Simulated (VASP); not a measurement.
# TiO2 (I4/m) in VASP: settings compared

The runs below take TiO2 through single point, with PBE, RPBE+D4.

Everything below comes from runs of VASP 6.6.1. Logs are shortened: lines on timing, memory, paths and dates and some standing lists are left out, and cuts for length are marked.

### Step 1. The cell of the first run

Symmetry: I4/m, No. 87, tetragonal system. Conventional cell: a = 8.809 Å, b = 8.809 Å, c = 3.765 Å, α = 90.00°, β = 90.00°, γ = 90.00°. Within 2.4 Å of Ti (site symmetry m) lie 6 O at 1.77 to 2.40 Å. Within 2.7 Å of O (site symmetry m) lie 4 Ti at 1.96 to 2.40 Å and 5 O at 2.68 to 2.69 Å. Within 2.4 Å of O (site symmetry m) lie 2 Ti at 1.77 to 1.86 Å.

### Step 2. Single point, PBE

File INCAR:

```
PREC = Accurate
ENCUT = 520
EDIFF = 1E-6
ISMEAR = -1
SIGMA = 0.05
LREAL = F
LASPH = T
NELM = 100
ALGO = Normal
ISIF = 2
LWAVE = F
LCHARG = F
GGA = PE
NBANDS = 60
```

File KPOINTS:

```
Automatic mesh
0
Gamma
  8 8 8
```

File POSCAR:

```
TiO2
1.0
   -4.4046573272      4.4046573272      1.8824561597
    4.4046573272     -4.4046573272      1.8824561597
    4.4046573272      4.4046573272     -1.8824561597
Ti O
4 8
Direct
    0.2897148395      0.9886313031      0.2783461426
    0.0113686969      0.2897148395      0.3010835364
    0.9886313031      0.7102851605      0.6989164636
    0.7102851605      0.0113686969      0.7216538574
    0.4928431372      0.8475299900      0.3403731272
    0.1615442899      0.1561247370      0.3176690269
    0.1524700100      0.4928431372      0.6453131472
    0.1561247370      0.8384557101      0.9945804471
    0.8438752630      0.1615442899      0.0054195529
    0.8475299900      0.5071568628      0.3546868528
    0.8384557101      0.8438752630      0.6823309731
    0.5071568628      0.1524700100      0.6596268728
```

Potentials or basis: VASP PAW PBE potentials, release 64 (Ti_sv, O).

The run is started by

```bash
$ cat potpaw_PBE.64/Ti_sv/POTCAR potpaw_PBE.64/O/POTCAR > POTCAR
$ mpirun -np 1 vasp_std > vasp.out
```

OUTCAR:

```text
PREC = Accurate
   ENCUT = 520
   EDIFF = 1E-6
   ISMEAR = -1
   LREAL = F
   LASPH = T
   NELM = 100
   ISIF = 2
   GGA = PE

 ion  position               nearest neighbor table
   1  0.290  0.989  0.278-   8 1.77   6 1.86  10 1.96  10 1.96   5 2.18  12 2.40
   2  0.011  0.290  0.301-   6 1.77   9 1.86   5 1.96   5 1.96   7 2.18  10 2.40
   3  0.989  0.710  0.699-  11 1.77   8 1.86  12 1.96  12 1.96  10 2.18   7 2.40
   4  0.710  0.011  0.722-   9 1.77  11 1.86   7 1.96   7 1.96  12 2.18   5 2.40
   5  0.493  0.848  0.340-   2 1.96   2 1.96   1 2.18   4 2.40
   6  0.162  0.156  0.318-   2 1.77   1 1.86
   7  0.152  0.493  0.645-   4 1.96   4 1.96   2 2.18   3 2.40
   8  0.156  0.838  0.995-   1 1.77   3 1.86
   9  0.844  0.162  0.005-   4 1.77   2 1.86
  10  0.848  0.507  0.355-   1 1.96   1 1.96   3 2.18   2 2.40
  11  0.838  0.844  0.682-   3 1.77   4 1.86
  12  0.507  0.152  0.660-   3 1.96   3 1.96   4 2.18   1 2.40

  LATTYP: Found a body centered tetragonal cell.
 ALAT       =     8.8093146544
 C/A-ratio  =     0.4273785722

  Lattice vectors:

 A1 = (  -4.4046573272,   4.4046573272,   1.8824561597)
 A2 = (   4.4046573272,  -4.4046573272,   1.8824561597)
 A3 = (   4.4046573272,   4.4046573272,  -1.8824561597)

Analysis of symmetry for initial positions (statically):
=====================================================================
 Subroutine PRICEL returns:
 Original cell was already a primitive cell.

 Routine SETGRP: Setting up the symmetry group for a
 body centered tetragonal supercell.

 Subroutine GETGRP returns: Found  8 space group operations
 (whereof  8 operations were pure point group operations)
 out of a pool of 16 trial point group operations.

The static configuration has the point symmetry C_4h.

Analysis of symmetry for dynamics (positions and initial velocities):
=====================================================================
 Subroutine PRICEL returns:
 Original cell was already a primitive cell.

 Routine SETGRP: Setting up the symmetry group for a
 body centered tetragonal supercell.

 Subroutine GETGRP returns: Found  8 space group operations
 (whereof  8 operations were pure point group operations)
 out of a pool of 16 trial point group operations.

The dynamic configuration has the point symmetry C_4h.

 Subroutine INISYM returns: Found  8 space group operations
 (whereof  8 operations are pure point group operations),
 and found     1 'primitive' translations

----------------------------------------------------------------------------------------

                                     Primitive cell

  volume of cell :     146.0862

  direct lattice vectors                    reciprocal lattice vectors
    -4.404657327  4.404657327  1.882456160     0.000000000  0.113516209  0.265610435
     4.404657327 -4.404657327  1.882456160     0.113516209  0.000000000  0.265610435
     4.404657327  4.404657327 -1.882456160     0.113516209  0.113516209  0.000000000

  length of vectors
     6.507353804  6.507353804  6.507353804     0.288850884  0.288850884  0.160536162

  position of ions in fractional coordinates (direct lattice)
     0.289714840  0.988631303  0.278346143
     0.011368697  0.289714840  0.301083536
     0.988631303  0.710285160  0.698916464
     0.710285160  0.011368697  0.721653857
     0.492843137  0.847529990  0.340373127
     0.161544290  0.156124737  0.317669027
     0.152470010  0.492843137  0.645313147
     0.156124737  0.838455710  0.994580447
     0.843875263  0.161544290  0.005419553
     0.847529990  0.507156863  0.354686853
     0.838455710  0.843875263  0.682330973
     0.507156863  0.152470010  0.659626873

  ion indices of the primitive-cell ions
   primitive index   ion index
                 1           1
                 2           2
                 3           3
                 4           4
                 5           5
                 6           6
                 7           7
                 8           8
                 9           9
                10          10
                11          11
                12          12

----------------------------------------------------------------------------------------

 KPOINTS: Automatic mesh

Automatic generation of k-mesh.
 Grid dimensions read from file:
 generate k-points for:    8    8    8

 Generating k-lattice:

  Cartesian coordinates                     Fractional coordinates (reciprocal lattice)
     0.000000000  0.014189526  0.033201304     0.125000000  0.000000000 -0.000000000
     0.014189526  0.000000000  0.033201304     0.000000000  0.125000000 -0.000000000
     0.014189526  0.014189526  0.000000000     0.000000000  0.000000000  0.125000000

  Length of vectors
     0.036106360  0.036106360  0.020067020

  Shift w.r.t. Gamma in fractional coordinates (k-lattice)
     0.000000000  0.000000000  0.000000000

 Subroutine IBZKPT returns following result:
 ===========================================

 Found     78 irreducible k-points:

 Following reciprocal coordinates:
            Coordinates               Weight
  0.000000  0.000000  0.000000      1.000000
  0.125000  0.000000  0.000000      8.000000
  0.250000  0.000000  0.000000      8.000000
  0.375000  0.000000 -0.000000      8.000000
  0.500000  0.000000  0.000000      4.000000
  0.125000  0.125000  0.000000      8.000000
[... 16 lines left out ...]
 -0.375000  0.250000  0.000000      8.000000
 -0.250000  0.375000 -0.000000      8.000000
 [... further k-points ...]
   k-points           NKPTS =     78   k-points in BZ     NKDIM =     78   number of bands    NBANDS=     60
   number of dos      NEDOS =    301   number of ions     NIONS =     12
   total plane-waves  NPLWV = 110592
   dimension x,y,z NGX =    48 NGY =   48 NGZ =   48
   dimension x,y,z NGXF=    96 NGYF=   96 NGZF=   96
   ions per type =               4   8
   NGX,Y,Z   is equivalent  to a cutoff of  12.26, 12.26, 12.26 a.u.
   NGXF,Y,Z  is equivalent  to a cutoff of  24.53, 24.53, 24.53 a.u.
 SYSTEM =  unknown system
   PREC   = accura    normal or accurate (medium, high low for compatibility)
   ISTART =      0    job   : 0-new  1-cont  2-samecut
   ICHARG =      2    charge: 1-file 2-atom 10-const
   ISPIN  =      1    spin polarized calculation?
   LNONCOLLINEAR =      F non collinear calculations
   LSORBIT =      F    spin-orbit coupling
   LASPH  =      T    aspherical Exc in radial PAW
   ENCUT  =  520.0 eV  38.22 Ry    6.18 a.u.  12.10 12.10 12.10*2*pi/ulx,y,z
   NELM   =    100;   NELMIN=  2; NELMDL= -5     # of ELM steps
   EDIFF  = 0.1E-05   stopping-criterion for ELM
   LREAL  =      F    real-space projection
   EDIFFG = 0.1E-04   stopping-criterion for IOM
   NSW    =      0    number of steps for IOM
   IBRION =     -1    ionic relax: 0-MD 1-quasi-New 2-CG
   NFREE  =      0    steps in history (QN), initial steepest desc. (CG)
   ISIF   =      2    stress and relaxation
   ISYM   =      2    0-nonsym 1-usesym 2-fastsym
   POTIM  = 0.5000    time-step for ionic-motion
   TEBEG  =    0.0;   TEEND  =   0.0 temperature during run
   PSTRESS=    0.0 pullay stress
   NELECT =      96.0000    total number of electrons
   NUPDOWN=      -1.0000    fix difference up-down
   EMIN   =  10.00;   EMAX   =-10.00  energy-range for DOS
   EFERMI =   0.00;   METHOD = LEGACY
   ISMEAR =    -1;   SIGMA  =   0.05  broadening in eV -4-tet -1-fermi 0-gaus
   EFERMI_NEDOS =   21; number of points for ismear=-14 and -15
   IALGO  =     38    algorithm
   IMIX   =      4    mixing-type and parameters
     AMIX     =   0.40;   BMIX     =  1.00
     AMIX_MAG =   1.60;   BMIX_MAG =  1.00
  volume/ion in A,a.u.               =      12.17        82.15
  Fermi-wavevector in a.u.,A,eV,Ry     =   1.423297  2.689641 27.562334  2.025774
  Thomas-Fermi vector in A             =   2.543910
   LORBIT       =      0    0 simple, 1 ext, 2 COOP (PROOUT), +10 PAW based schemes
   GGA     = PE    functional components
   LHFCALC =     F    Hartree Fock is set to
   AEXX    =    0.0000 exact exchange contribution
   IVDW    =     0    specifies the selected vdW correction
   LEPSILON=     F    determine dielectric tensor
   LRPA    =     F    only Hartree local field effects (RPA)
 non-spin polarized calculation
  energy-cutoff  :      520.00
  volume of cell :      146.09
 maximum number of plane-waves:      3966
   NGX = 25   NGY = 25   NGZ = 25

 number of electron      95.9999986 magnetization

 Free energy of the ion-electron system (eV)
  ---------------------------------------------------
  ext. energy  EPLUGINS =         0.00000000
  ---------------------------------------------------
  free energy    TOTEN  =      -107.33928368 eV

  energy without entropy =     -107.33928368  energy(sigma->0) =     -107.33928368

 E-fermi :   3.7642     XC(G=0): -10.3130

 val. band max:        2.7859457519   @ k =   0.5000   0.5000   0.5000
 cond. band min:       4.7798141939   @ k =   0.0000   0.0000   0.0000
 fundamental gap:      1.9938684420
 Fermi energy:         3.7642294951

 k-point     1 :       0.0000    0.0000    0.0000
  band No.  band energies     occupation
      1     -53.5263      2.00000
      2     -53.5104      2.00000
      3     -53.5104      2.00000
      4     -53.4966      2.00000
      5     -29.9479      2.00000
      6     -29.9243      2.00000
[... 52 lines left out ...]
     59       7.6168      0.00000
     60       7.6785      0.00000

 k-point     2 :       0.1250    0.0000    0.0000
  band No.  band energies     occupation
      1     -53.5248      2.00000
      2     -53.5101      2.00000
      3     -53.5101      2.00000
      4     -53.4973      2.00000
      5     -29.9424      2.00000
      6     -29.9230      2.00000
[... 52 lines left out ...]
     59       7.3903      0.00000
     60       7.4804      0.00000

 k-point     3 :       0.2500    0.0000    0.0000
  band No.  band energies     occupation
      1     -53.5208      2.00000
      2     -53.5092      2.00000
      3     -53.5092      2.00000
      4     -53.4996      2.00000
      5     -29.9302      2.00000
      6     -29.9199      2.00000
[... 1312 lines left out ...]
     59       7.3335      0.00000
     60       7.4865      0.00000

 k-point    24 :      -0.2500    0.3750   -0.0000
  band No.  band energies     occupation
      1     -53.5234      2.00000
      2     -53.5115      2.00000
      3     -53.5087      2.00000
      4     -53.4987      2.00000
      5     -29.9338      2.00000
      6     -29.9203      2.00000
[... 52 lines left out ...]
     59       7.3300      0.00000
     60       7.4761      0.00000

 [... further k-points ...]

------------------------ aborting loop because EDIFF is reached ----------------------------------------

  FORCE on cell =-STRESS in cart. coord.  units (eV):
  Direction    XX          YY          ZZ          XY          YZ          ZX
  --------------------------------------------------------------------------------------
  -------------------------------------------------------------------------------------
  Total        0.6177631      0.6177631      0.4498549      0.0000021     -0.0000000      0.0000000
  in kB        6.7752207      6.7752207      4.9337140      0.0000234     -0.0000000      0.0000000
  external PRESSURE =       6.1613851 kB  Pullay stress =       0.0000000 kB

 VOLUME and BASIS-vectors are now :
 -----------------------------------------------------------------------------
  energy-cutoff  :      520.00
  volume of cell :      146.09
      direct lattice vectors                 reciprocal lattice vectors
    -4.404657327  4.404657327  1.882456160     0.000000000  0.113516209  0.265610435
     4.404657327 -4.404657327  1.882456160     0.113516209  0.000000000  0.265610435
     4.404657327  4.404657327 -1.882456160     0.113516209  0.113516209  0.000000000

 POSITION                                       TOTAL-FORCE (eV/Angst)
 -----------------------------------------------------------------------------------
      4.30451     -1.85247      1.88246         0.027300      0.088170      0.000000
      2.55219      0.10015      0.00000         0.088170     -0.027300     -0.000000
      1.85247      4.30451      1.88246        -0.088170      0.027300      0.000000
      0.10015      6.25713      0.00000        -0.027300     -0.088170     -0.000000
      3.06150     -0.06305      1.88246         0.011972      0.001670      0.000000
      1.37535      1.42309      0.00000        -0.024436      0.035182     -0.000000
      4.34161      1.34316     -0.00000         0.001670     -0.011972      0.000000
      7.38622      1.37535      0.00000        -0.035182     -0.024436      0.000000
     -2.98156      3.02931      1.88246         0.035182      0.024436     -0.000000
      0.06305      3.06150      1.88246        -0.001670      0.011972      0.000000
      3.02931      2.98156      1.88246         0.024436     -0.035182      0.000000
      1.34316      4.46770      0.00000        -0.011972     -0.001670     -0.000000
 -----------------------------------------------------------------------------------
    total drift:                                0.000000      0.000000     -0.000000

  FREE ENERGIE OF THE ION-ELECTRON SYSTEM (eV)
  ---------------------------------------------------
  free  energy   TOTEN  =      -107.3392836784 eV

  energy  without entropy=     -107.3392836783  energy(sigma->0) =     -107.33928368
```

Run time: 7 min. Hardware: 1 thread of Intel Xeon 6975P-C (Granite Rapids), shared host; peak memory 0.65 GiB.

Results:

* Free energy: -107.3393 eV
* Pressure: 0.6 GPa
* Largest force: 0.092 eV/Å
* Band gap on the k mesh: 1.99 eV (least direct gap 2.61 eV)

Forces on the atoms (eV/Å):
```
Ti   0.027  0.088  0.000
Ti   0.088 -0.027  0.000
Ti  -0.088  0.027  0.000
Ti  -0.027 -0.088  0.000
O    0.012  0.002  0.000
O   -0.024  0.035  0.000
O    0.002 -0.012  0.000
O   -0.035 -0.024  0.000
O    0.035  0.024  0.000
O   -0.002  0.012  0.000
O    0.024 -0.035  0.000
O   -0.012 -0.002  0.000
```

Stress tensor (GPa, compression positive):
```
0.68 0.00 0.00
0.00 0.68 0.00
0.00 0.00 0.49
```

A k mesh can miss the band edges.

### Step 3. Single point, RPBE+D4

This run uses another cell than the first one, of 11.98 Å³/atom.

File INCAR:

```
PREC = Accurate
ENCUT = 520
EDIFF = 1E-6
ISMEAR = -1
SIGMA = 0.05
LREAL = False
LASPH = True
NELM = 60
ALGO = Normal
ISIF = 2
LWAVE = False
LCHARG = False
GGA = RP
IVDW = 13
NBANDS = 60
```

KPOINTS is that of step 2.

File POSCAR:

```
TiO2
1.0
   -4.3868207531      4.3868207531      1.8671169671
    4.3868207531     -4.3868207531      1.8671169671
    4.3868207531      4.3868207531     -1.8671169671
Ti O
4 8
Direct
    0.2895394285      0.9837242478      0.2732636763
    0.0162757522      0.2895394285      0.3058151807
    0.9837242478      0.7104605715      0.6941848193
    0.7104605715      0.0162757522      0.7267363237
    0.4924530296      0.8473630779      0.3398161075
    0.1646394762      0.1549087132      0.3195481894
    0.1526369221      0.4924530296      0.6450899517
    0.1549087132      0.8353605238      0.9902692370
    0.8450912868      0.1646394762      0.0097307630
    0.8473630779      0.5075469704      0.3549100483
    0.8353605238      0.8450912868      0.6804518106
    0.5075469704      0.1526369221      0.6601838925
```

Potentials or basis: VASP PAW PBE potentials, release 64 (Ti_sv, O).

The run is started by

```bash
$ cat potpaw_PBE.64/Ti_sv/POTCAR potpaw_PBE.64/O/POTCAR > POTCAR
$ mpirun -np 1 vasp_std > vasp.out
```

OUTCAR:

```text
PREC = Accurate
   ENCUT = 520
   EDIFF = 1E-6
   ISMEAR = -1
   LREAL = False
   LASPH = True
   NELM = 60
   ISIF = 2
   GGA = RP
   IVDW = 13

 ion  position               nearest neighbor table
   1  0.290  0.984  0.273-   8 1.76   6 1.86  10 1.95  10 1.95   5 2.14  12 2.42
   2  0.016  0.290  0.306-   6 1.76   9 1.86   5 1.95   5 1.95   7 2.14  10 2.42
   3  0.984  0.710  0.694-  11 1.76   8 1.86  12 1.95  12 1.95  10 2.14   7 2.42
   4  0.710  0.016  0.727-   9 1.76  11 1.86   7 1.95   7 1.95  12 2.14   5 2.42
   5  0.492  0.847  0.340-   2 1.95   2 1.95   1 2.14   4 2.42
   6  0.165  0.155  0.320-   2 1.76   1 1.86
   7  0.153  0.492  0.645-   4 1.95   4 1.95   2 2.14   3 2.42
[... 1746 lines left out ...]
  energy-cutoff  :      520.00
  volume of cell :      143.72
      direct lattice vectors                 reciprocal lattice vectors
    -4.386820753  4.386820753  1.867116967     0.000000000  0.113977759  0.267792543
     4.386820753 -4.386820753  1.867116967     0.113977759  0.000000000  0.267792543
     4.386820753  4.386820753 -1.867116967     0.113977759  0.113977759  0.000000000

 POSITION                                       TOTAL-FORCE (eV/Angst)
 -----------------------------------------------------------------------------------
      4.24402     -1.84651      1.86712         0.020808      0.049897      0.000000
      2.54032      0.14280     -0.00000         0.049897     -0.020808     -0.000000
      1.84651      4.24402      1.86712        -0.049897      0.020808      0.000000
      0.14280      6.23333      0.00000        -0.020808     -0.049897     -0.000000
      3.04764     -0.06621      1.86712         0.009854      0.002938      0.000000
      1.35911      1.44449      0.00000        -0.019451      0.026432     -0.000000
      4.32061      1.33918      0.00000         0.002938     -0.009854     -0.000000
      7.32915      1.35911      0.00000        -0.026432     -0.019451      0.000000
     -2.94233      3.02771      1.86712         0.026432      0.019451     -0.000000
      0.06621      3.04764      1.86712        -0.002938      0.009854      0.000000
      3.02771      2.94233      1.86712         0.019451     -0.026432      0.000000
      1.33918      4.45304      0.00000        -0.009854     -0.002938     -0.000000
 -----------------------------------------------------------------------------------
    total drift:                                0.000000      0.000000     -0.000000

  FREE ENERGIE OF THE ION-ELECTRON SYSTEM (eV)
  ---------------------------------------------------
  free  energy   TOTEN  =      -107.3058611888 eV

  energy  without entropy=     -107.3058611887  energy(sigma->0) =     -107.30586119
```

stdout:

```text
POSCAR found type information on POSCAR TiO
 POSCAR found :  2 types and      12 ions
 scaLAPACK will be used
 -----------------------------------------------------------------------------
|                                                                             |
|                                                                             |
|     You enforced a specific xc type in the INCAR file but a different       |
|     I HOPE YOU KNOW WHAT YOU ARE DOING!                                     |
|                                                                             |
 -----------------------------------------------------------------------------

 LDA part: xc-table for (Slater+PW92), standard interpolation
 POSCAR, INCAR and KPOINTS ok, starting setup
 FFT: planning ... GRIDC
 FFT: planning ... GRID_SOFT
 FFT: planning ... GRID
 WAVECAR not read
 entering main loop
```

It took 7 min on 1 thread of Intel Xeon 6975P-C (Granite Rapids), shared host; peak memory 0.64 GiB.

Results:

- Free energy: -107.3059 eV
- Pressure: 0.5 GPa
- Largest force: 0.054 eV/Å
- Band gap on the k mesh: 2.24 eV (least direct gap 2.84 eV)
- Dispersion energy per atom: -0.397 eV

Forces in eV/Å, atoms in the order of the input:
```
Ti   0.021  0.050  0.000
Ti   0.050 -0.021  0.000
Ti  -0.050  0.021  0.000
Ti  -0.021 -0.050  0.000
O    0.010  0.003  0.000
O   -0.019  0.026  0.000
O    0.003 -0.010  0.000
O   -0.026 -0.019  0.000
O    0.026  0.019  0.000
O   -0.003  0.010  0.000
O    0.019 -0.026  0.000
O   -0.010 -0.003  0.000
```

Levels at points of the mesh, in eV from the valence-band top:
```tsv
k point	band 44	band 45	band 46	band 47	band 48	band 49	band 50	band 51	band 52	band 53
(0.00, 0.00, 0.00)	-1.25	-0.86	-0.77	-0.77	-0.62	2.24	3.24	3.24	3.30	3.60
(0.50, 0.00, 0.00)	-0.94	-0.73	-0.66	-0.57	-0.33	3.09	3.40	3.42	3.59	3.66
(0.50, 0.50, 0.00)	-1.10	-1.03	-0.86	-0.77	-0.59	2.66	2.79	3.04	3.41	3.61
(0.50, 0.50, 0.50)	-1.13	-0.92	-0.89	-0.89	0.00	3.01	3.01	3.18	3.19	3.20
```

Caveat: the PAW data sets were made with another functional, which shifts forces and pressure a little. A k mesh can miss the band edges.

(Part 1 of 2 ends here.)
